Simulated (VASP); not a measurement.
A run of VASP 6.6.1:

Contents of INCAR:

```
PREC = Accurate
ENCUT = 520
EDIFF = 1E-7
ISMEAR = 0
SIGMA = 0.15
LREAL = F
LASPH = T
NELM = 60
ALGO = Normal
ISIF = 2
LWAVE = F
LCHARG = F
GGA = PS
NBANDS = 12
```

Contents of KPOINTS:

```
Automatic mesh
0
Gamma
  20 20 20
```

The input POSCAR:

```
Au
1.0
    0.0000000000      1.9636800000      1.9636800000
    1.9636800000      0.0000000000      1.9636800000
    1.9636800000      1.9636800000      0.0000000000
Au
1
Direct
    0.0000000000      0.0000000000      0.0000000000
```

Potentials or basis: VASP PAW PBE potentials, release 64 (Au).

Command:

```sh
$ cat potpaw_PBE.64/Au/POTCAR > POTCAR
$ mpirun -np 1 vasp_std > vasp.out
```

Hardware: 1 thread of Intel(R) Xeon(R) 6975P-C (Granite Rapids), with other jobs on the host.

Problem. Estimate the wall time of this run.

Solution. Wall time 14 s on 1 thread of Intel(R) Xeon(R) 6975P-C (Granite Rapids), with other jobs on the host, peak memory 0.17 GiB. Counts: scf iterations 11, k points 256.
